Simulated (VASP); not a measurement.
# Ru (Im-3m) in VASP: a series of runs

Runs on Ru. Level: PBE. Tasks: single point, relaxation of cell and atoms.

Everything below comes from runs of VASP 6.6.1. Logs are shortened: lines on timing, memory, paths and dates and some standing lists are left out, and cuts for length are marked.

### Step 1. The cell of the first run

The structure is cubic, space group Im-3m (No. 229). The conventional cell has a = 3.053 Å, b = 3.053 Å, c = 3.053 Å, α = 90.00°, β = 90.00°, γ = 90.00°. Within 3.5 Å of Ru (site symmetry m-3m) lie 14 Ru at 2.64 to 3.05 Å.

### Step 2. Single point, PBE

Input file INCAR:

```
SYSTEM = Ru
PREC = Accurate
ENCUT = 500
EDIFF = 1E-6
ISMEAR = -1
SIGMA = 0.05
LREAL = .False.
LASPH = .True.
NELM = 120
ALGO = Normal
ISIF = 2
LWAVE = .False.
LCHARG = .False.
GGA = PE
NBANDS = 13
GGA_COMPAT = .False.
```

Input file KPOINTS:

```
regular mesh
0
Gamma
  19 19 19
  0 0 0
```

Input file POSCAR:

```
Ru
1.0
   -1.5267235061      1.5267235061      1.5267235061
    1.5267235061     -1.5267235061      1.5267235061
    1.5267235061      1.5267235061     -1.5267235061
Ru
1
Direct
    0.0000000000      0.0000000000      0.0000000000
```

Potentials or basis: VASP PAW PBE potentials, release 64 (Ru_pv).

Run with:

```console
$ cat potpaw_PBE.64/Ru_pv/POTCAR > POTCAR
$ mpirun -np 1 vasp_std > vasp.out
```

OUTCAR:

```text
SYSTEM = Ru
   PREC = Accurate
   ENCUT = 500
   EDIFF = 1E-6
   ISMEAR = -1
   LREAL = .False.
   LASPH = .True.
   NELM = 120
   ISIF = 2
   GGA = PE

 ion  position               nearest neighbor table
   1  0.000  0.000  0.000-

  LATTYP: Found a body centered cubic cell.
 ALAT       =     3.0534470122

  Lattice vectors:

 A1 = (  -1.5267235061,   1.5267235061,   1.5267235061)
 A2 = (   1.5267235061,  -1.5267235061,   1.5267235061)
 A3 = (   1.5267235061,   1.5267235061,  -1.5267235061)

Analysis of symmetry for initial positions (statically):
=====================================================================
 Subroutine PRICEL returns:
 Original cell was already a primitive cell.

 Routine SETGRP: Setting up the symmetry group for a
 body centered cubic supercell.

 Subroutine GETGRP returns: Found 48 space group operations
 (whereof 48 operations were pure point group operations)
 out of a pool of 48 trial point group operations.

The static configuration has the point symmetry O_h .

Analysis of symmetry for dynamics (positions and initial velocities):
=====================================================================
 Subroutine PRICEL returns:
 Original cell was already a primitive cell.

 Routine SETGRP: Setting up the symmetry group for a
 body centered cubic supercell.

 Subroutine GETGRP returns: Found 48 space group operations
 (whereof 48 operations were pure point group operations)
 out of a pool of 48 trial point group operations.

The dynamic configuration has the point symmetry O_h .

 Subroutine INISYM returns: Found 48 space group operations
 (whereof 48 operations are pure point group operations),
 and found     1 'primitive' translations

----------------------------------------------------------------------------------------

                                     Primitive cell

  volume of cell :      14.2345

  direct lattice vectors                    reciprocal lattice vectors
    -1.526723506  1.526723506  1.526723506     0.000000000  0.327498724  0.327498724
     1.526723506 -1.526723506  1.526723506     0.327498724  0.000000000  0.327498724
     1.526723506  1.526723506 -1.526723506     0.327498724  0.327498724  0.000000000

  length of vectors
     2.644362682  2.644362682  2.644362682     0.463153137  0.463153137  0.463153137

  position of ions in fractional coordinates (direct lattice)
     0.000000000  0.000000000  0.000000000

  ion indices of the primitive-cell ions
   primitive index   ion index
                 1           1

----------------------------------------------------------------------------------------

 KPOINTS: regular mesh

Automatic generation of k-mesh.
 Grid dimensions read from file:
 generate k-points for:   19   19   19

 Generating k-lattice:

  Cartesian coordinates                     Fractional coordinates (reciprocal lattice)
     0.000000000  0.017236775  0.017236775     0.052631579  0.000000000  0.000000000
     0.017236775  0.000000000  0.017236775     0.000000000  0.052631579  0.000000000
     0.017236775  0.017236775  0.000000000     0.000000000  0.000000000  0.052631579

  Length of vectors
     0.024376481  0.024376481  0.024376481

  Shift w.r.t. Gamma in fractional coordinates (k-lattice)
     0.000000000  0.000000000  0.000000000

 Subroutine IBZKPT returns following result:
 ===========================================

 Found    220 irreducible k-points:

 Following reciprocal coordinates:
            Coordinates               Weight
  0.000000  0.000000  0.000000      1.000000
  0.052632  0.000000  0.000000     12.000000
  0.105263  0.000000  0.000000     12.000000
  0.157895  0.000000  0.000000     12.000000
  0.210526  0.000000  0.000000     12.000000
  0.263158  0.000000  0.000000     12.000000
[... 16 lines left out ...]
  0.263158  0.105263  0.000000     48.000000
  0.315789  0.105263  0.000000     48.000000
 [... further k-points ...]
   k-points           NKPTS =    220   k-points in BZ     NKDIM =    220   number of bands    NBANDS=     13
   number of dos      NEDOS =    301   number of ions     NIONS =      1
   total plane-waves  NPLWV =   8000
   dimension x,y,z NGX =    20 NGY =   20 NGZ =   20
   dimension x,y,z NGXF=    40 NGYF=   40 NGZF=   40
   ions per type =               1
   NGX,Y,Z   is equivalent  to a cutoff of  12.57, 12.57, 12.57 a.u.
   NGXF,Y,Z  is equivalent  to a cutoff of  25.15, 25.15, 25.15 a.u.
 SYSTEM =  Ru
   PREC   = accura    normal or accurate (medium, high low for compatibility)
   ISTART =      0    job   : 0-new  1-cont  2-samecut
   ICHARG =      2    charge: 1-file 2-atom 10-const
   ISPIN  =      1    spin polarized calculation?
   LNONCOLLINEAR =      F non collinear calculations
   LSORBIT =      F    spin-orbit coupling
   LASPH  =      T    aspherical Exc in radial PAW
   ENCUT  =  500.0 eV  36.75 Ry    6.06 a.u.   4.82  4.82  4.82*2*pi/ulx,y,z
   NELM   =    120;   NELMIN=  2; NELMDL= -5     # of ELM steps
   EDIFF  = 0.1E-05   stopping-criterion for ELM
   LREAL  =      F    real-space projection
   EDIFFG = 0.1E-04   stopping-criterion for IOM
   NSW    =      0    number of steps for IOM
   IBRION =     -1    ionic relax: 0-MD 1-quasi-New 2-CG
   NFREE  =      0    steps in history (QN), initial steepest desc. (CG)
   ISIF   =      2    stress and relaxation
   ISYM   =      2    0-nonsym 1-usesym 2-fastsym
   POTIM  = 0.5000    time-step for ionic-motion
   TEBEG  =    0.0;   TEEND  =   0.0 temperature during run
   PSTRESS=    0.0 pullay stress
   NELECT =      14.0000    total number of electrons
   NUPDOWN=      -1.0000    fix difference up-down
   EMIN   =  10.00;   EMAX   =-10.00  energy-range for DOS
   EFERMI =   0.00;   METHOD = LEGACY
   ISMEAR =    -1;   SIGMA  =   0.05  broadening in eV -4-tet -1-fermi 0-gaus
   EFERMI_NEDOS =   21; number of points for ismear=-14 and -15
   IALGO  =     38    algorithm
   IMIX   =      4    mixing-type and parameters
     AMIX     =   0.40;   BMIX     =  1.00
     AMIX_MAG =   1.60;   BMIX_MAG =  1.00
  volume/ion in A,a.u.               =      14.23        96.06
  Fermi-wavevector in a.u.,A,eV,Ry     =   1.628060  3.076588 36.063329  2.650580
  Thomas-Fermi vector in A             =   2.720753
   LORBIT       =      0    0 simple, 1 ext, 2 COOP (PROOUT), +10 PAW based schemes
   GGA     = PE    functional components
   LHFCALC =     F    Hartree Fock is set to
   AEXX    =    0.0000 exact exchange contribution
   IVDW    =     0    specifies the selected vdW correction
   LEPSILON=     F    determine dielectric tensor
   LRPA    =     F    only Hartree local field effects (RPA)
 non-spin polarized calculation
  energy-cutoff  :      500.00
  volume of cell :       14.23
 maximum number of plane-waves:       372
   NGX =  9   NGY =  9   NGZ =  9

 number of electron      14.0000005 magnetization

 Free energy of the ion-electron system (eV)
  ---------------------------------------------------
  ext. energy  EPLUGINS =         0.00000000
  ---------------------------------------------------
  free energy    TOTEN  =        -8.61532196 eV

  energy without entropy =       -8.59820785  energy(sigma->0) =       -8.60676491

 E-fermi :  12.1626     XC(G=0): -13.8165

 val. band max:       12.1504001347   @ k =   0.2105   0.0000   0.0000
 cond. band min:      12.1640144051   @ k =   0.3158   0.2105   0.0526
 fundamental gap:      0.0136142704
 Fermi energy:        12.1626041764

 k-point     1 :       0.0000    0.0000    0.0000
  band No.  band energies     occupation
      1     -30.4037      2.00000
      2     -30.4037      2.00000
      3     -30.4037      2.00000
      4       4.2897      2.00000
      5       9.4228      2.00000
      6       9.4228      2.00000
      7       9.4229      2.00000
      8      12.0650      1.75145
      9      12.0650      1.75144
     10      22.7191      0.00000
     11      29.2844      0.00000
     12      29.2844      0.00000
     13      29.2844      0.00000

 k-point     2 :       0.0526    0.0000    0.0000
  band No.  band energies     occupation
      1     -30.4300      2.00000
      2     -30.4122      2.00000
      3     -30.4038      2.00000
      4       4.4097      2.00000
      5       9.3681      2.00000
      6       9.4198      2.00000
      7       9.5247      2.00000
      8      11.9920      1.93615
      9      12.0682      1.73689
     10      22.7191      0.00000
     11      29.3495      0.00000
     12      29.4092      0.00000
     13      29.4694      0.00000

 k-point     3 :       0.1053    0.0000    0.0000
  band No.  band energies     occupation
      1     -30.5056      2.00000
      2     -30.4366      2.00000
      3     -30.4040      2.00000
      4       4.7556      2.00000
      5       9.2134      2.00000
      6       9.4029      2.00000
      7       9.8259      2.00000
      8      11.8178      1.99798
      9      12.0802      1.67735
     10      22.7192      0.00000
     11      29.4837      0.00000
     12      29.6748      0.00000
     13      30.0111      0.00000

 k-point     4 :       0.1579    0.0000    0.0000
  band No.  band energies     occupation
      1     -30.6213      2.00000
      2     -30.4741      2.00000
      3     -30.4043      2.00000
      4       5.2774      2.00000
      5       8.9837      2.00000
      6       9.3669      2.00000
      7      10.3129      2.00000
      8      11.6495      1.99993
      9      12.1058      1.51356
     10      22.7192      0.00000
     11      29.4908      0.00000
     12      29.7563      0.00000
     13      30.8725      0.00000

 k-point     5 :       0.2105    0.0000    0.0000
  band No.  band energies     occupation
      1     -30.7632      2.00000
      2     -30.5206      2.00000
      3     -30.4047      2.00000
      4       5.8617      2.00000
      5       8.7120      2.00000
      6       9.3768      2.00000
      7      10.9614      2.00000
      8      11.5835      1.99998
      9      12.1504      1.12144
     10      22.7192      0.00000
     11      29.1219      0.00000
     12      29.2395      0.00000
     13      31.9971      0.00000

 k-point     6 :       0.2632    0.0000    0.0000
  band No.  band energies     occupation
      1     -30.9153      2.00000
      2     -30.5708      2.00000
      3     -30.4051      2.00000
      4       6.3032      2.00000
      5       8.4322      2.00000
      6       9.6344      2.00000
      7      11.6433      1.99994
      8      11.7330      1.99963
      9      12.2156      0.51459
     10      22.7190      0.00000
     11      28.0253      0.00000
     12      28.3740      0.00000
     13      33.3109      0.00000

 k-point     7 :       0.3158    0.0000    0.0000
  band No.  band energies     occupation
      1     -31.0610      2.00000
      2     -30.6193      2.00000
      3     -30.4056      2.00000
      4       6.4400      2.00000
      5       8.1740      2.00000
      6      10.3111      2.00000
      7      11.7962      1.99869
      8      12.2971      0.12719
      9      12.5696      0.00058
     10      22.7188      0.00000
     11      26.4027      0.00000
     12      27.4918      0.00000
     13      34.0625      0.00000
[... 193 lines left out ...]
 k-point    20 :       0.1053    0.1053    0.0000
  band No.  band energies     occupation
      1     -30.6830      2.00000
      2     -30.4734      2.00000
      3     -30.4285      2.00000
      4       5.5801      2.00000
      5       8.9887      2.00000
      6       9.1111      2.00000
      7      10.7084      2.00000
      8      11.4983      2.00000
      9      12.2040      0.60826
     10      22.7192      0.00000
     11      29.4995      0.00000
     12      30.0378      0.00000
     13      30.7459      0.00000

 k-point    21 :       0.1579    0.1053    0.0000
  band No.  band energies     occupation
      1     -30.8086      2.00000
      2     -30.5185      2.00000
      3     -30.4358      2.00000
      4       6.1561      2.00000
      5       8.7598      2.00000
      6       9.0093      2.00000
      7      11.3930      2.00000
      8      11.4506      2.00000
      9      12.3078      0.10392
     10      22.7190      0.00000
     11      29.1548      0.00000
     12      29.3277      0.00000
     13      31.5332      0.00000

 k-point    22 :       0.2105    0.1053   -0.0000
  band No.  band energies     occupation
      1     -30.9408      2.00000
      2     -30.5746      2.00000
      3     -30.4391      2.00000
      4       6.6123      2.00000
      5       8.4844      2.00000
      6       9.1475      2.00000
      7      11.4471      2.00000
      8      12.2372      0.36714
      9      12.4844      0.00320
     10      22.7190      0.00000
     11      27.9915      0.00000
     12      28.5000      0.00000
     13      32.5050      0.00000

 k-point    23 :       0.2632    0.1053    0.0000
  band No.  band energies     occupation
      1     -31.0664      2.00000
      2     -30.6312      2.00000
      3     -30.4411      2.00000
      4       6.7535      2.00000
      5       8.2346      2.00000
      6       9.6558      2.00000
      7      11.6012      1.99997
      8      12.4720      0.00410
      9      13.3278      0.00000
     10      22.7188      0.00000
     11      26.3742      0.00000
     12      27.6505      0.00000
     13      32.1478      0.00000

 k-point    24 :       0.3158    0.1053    0.0000
  band No.  band energies     occupation
      1     -31.1730      2.00000
      2     -30.6808      2.00000
      3     -30.4424      2.00000
      4       6.6630      2.00000
      5       8.0364      2.00000
      6      10.3736      2.00000
      7      11.8126      1.99818
      8      12.6176      0.00022
      9      14.3275      0.00000
     10      22.7183      0.00000
     11      24.6654      0.00000
     12      26.8722      0.00000
     13      30.9518      0.00000

 [... further k-points ...]
[... 5 lines left out ...]
  --------------------------------------------------------------------------------------
  -------------------------------------------------------------------------------------
  Total       -0.0088579     -0.0088579     -0.0088579      0.0000000      0.0000000      0.0000000
  in kB       -0.9970067     -0.9970067     -0.9970067      0.0000000      0.0000000      0.0000000
  external PRESSURE =      -0.9970067 kB  Pullay stress =       0.0000000 kB

 VOLUME and BASIS-vectors are now :
 -----------------------------------------------------------------------------
  energy-cutoff  :      500.00
  volume of cell :       14.23
      direct lattice vectors                 reciprocal lattice vectors
    -1.526723506  1.526723506  1.526723506     0.000000000  0.327498724  0.327498724
     1.526723506 -1.526723506  1.526723506     0.327498724  0.000000000  0.327498724
     1.526723506  1.526723506 -1.526723506     0.327498724  0.327498724  0.000000000

 POSITION                                       TOTAL-FORCE (eV/Angst)
 -----------------------------------------------------------------------------------
      0.00000      0.00000      0.00000        -0.000000     -0.000000     -0.000000
 -----------------------------------------------------------------------------------
    total drift:                                0.000000     -0.000000      0.000000

  FREE ENERGIE OF THE ION-ELECTRON SYSTEM (eV)
  ---------------------------------------------------
  free  energy   TOTEN  =        -8.6153219649 eV

  energy  without entropy=       -8.5982078469  energy(sigma->0) =       -8.60676491
```

Run time: 16 s. Hardware: 1 thread of Intel Xeon 6975P-C (Granite Rapids), shared host; peak memory 0.15 GiB.

What came out:

```yaml
Free_energy: -8.6153 eV
Pressure: -0.1 GPa
Band_gap_on_the_k_mesh: zero (band 7 reaches 13.81 eV, above the bottom of band 8 at 10.32 eV)
```

### Step 3. Single point, PBE

Input file INCAR:

```
  ALGO = Normal
  EDIFF = 1E-6
  ENCUT = 500
  GGA = PE
  GGA_COMPAT = False
  ISIF = 2
  ISMEAR = -1
  LASPH = True
  LCHARG = True
  LELF = True
  LREAL = False
  LVHAR = True
  LWAVE = False
  NBANDS = 13
  NELM = 120
  PREC = Accurate
  SIGMA = 0.05
```

Input file KPOINTS:

```
k-points
0
Gamma
  19 19 19
```

Input file POSCAR:

```
Ru
1.0
   -1.5265444621      1.5265444621      1.5265444621
    1.5265444621     -1.5265444621      1.5265444621
    1.5265444621      1.5265444621     -1.5265444621
Ru
1
Direct
    0.0000000000      0.0000000000      0.0000000000
```

Potentials or basis: VASP PAW PBE potentials, release 64 (Ru_pv).

Run with:

```console
$ cat potpaw_PBE.64/Ru_pv/POTCAR > POTCAR
$ mpirun -np 1 vasp_std > vasp.out
```

It took 17 s on 1 thread of Intel Xeon 6975P-C (Granite Rapids), shared host; peak memory 0.15 GiB.

The run converged. Its results:

- Free energy: -8.6153 eV
- Pressure: 0.0 GPa
- Band gap on the k mesh: zero (band 7 reaches 13.81 eV, above the bottom of band 8 at 10.33 eV)

Levels at points of the mesh, in eV from the Fermi level:
| k point | band 5 | band 6 | band 7 | band 8 | band 9 | band 10 |
| --- | --- | --- | --- | --- | --- | --- |
| (0.00, 0.00, 0.00) | -2.74 | -2.74 | -2.74 | -0.10 | -0.10 | 10.56 |

### Step 4. Relaxation of cell and atoms, PBE

Input file INCAR:

```
SYSTEM = Ru
PREC     = Accurate       ! precision mode
ENCUT    = 500            ! plane-wave cutoff, eV
EDIFF    = 1E-7           ! SCF threshold, eV
ISMEAR   = -1             ! smearing method
SIGMA    = 0.05           ! smearing width, eV
LREAL    = .False.        ! projectors in reciprocal space
LASPH    = .True.         ! aspherical terms in the spheres
NELM     = 120            ! most SCF steps
ALGO     = Normal         ! electronic algorithm
ISIF     = 3              ! what is computed and relaxed
LWAVE    = .False.        ! write WAVECAR
LCHARG   = .False.        ! write CHGCAR
GGA      = PE             ! functional
IBRION   = 2              ! ionic algorithm
NSW      = 45             ! ionic steps
EDIFFG   = -0.005         ! ionic threshold
GGA_COMPAT= .False.      
NELMIN   = 4
```

Input file KPOINTS:

```
regular mesh
0
Gamma
  19 19 19
  0 0 0
```

Input file POSCAR:

```
Ru
1.0
   -1.5267235061      1.5267235061      1.5267235061
    1.5267235061     -1.5267235061      1.5267235061
    1.5267235061      1.5267235061     -1.5267235061
Ru
1
Direct
    0.0000000000      0.0000000000      0.0000000000
```

Run with:

```console
$ cat potpaw_PBE.64/Ru_pv/POTCAR > POTCAR
$ mpirun -np 1 vasp_std > vasp.out
```

Wall time 28 s (1 thread of Intel Xeon 6975P-C (Granite Rapids), shared host); peak memory 0.15 GiB.

The run converged. Its results:

```
Free energy                            : -8.6153 eV
Relaxed volume                         : 14.23 Å³/atom
Relaxed cell                           : a = 2.644 Å, b = 2.644 Å, c = 2.644 Å, α = 109.47°, β = 109.47°, γ = 109.47°
Space group after relaxing (to 0.05 Å) : Im-3m (No. 229)
Energy gained by relaxing              : 0.0 meV/atom
Ionic steps                            : 3
Pressure after relaxing                : 0.0 GPa
Band gap on the k mesh                 : zero (band 7 reaches 13.81 eV, above the bottom of band 8 at 10.33 eV)
```

Final structure:
```
CELL_PARAMETERS angstrom
-1.52653 1.52653 1.52653
1.52653 -1.52653 1.52653
1.52653 1.52653 -1.52653
ATOMIC_POSITIONS crystal
Ru 0.00000 0.00000 0.00000
```

Levels at points of the mesh, in eV from the Fermi level:
| k point | band 5 | band 6 | band 7 | band 8 | band 9 | band 10 |
| --- | --- | --- | --- | --- | --- | --- |
| (0.00, 0.00, 0.00) | -2.74 | -2.74 | -2.74 | -0.10 | -0.10 | 10.56 |
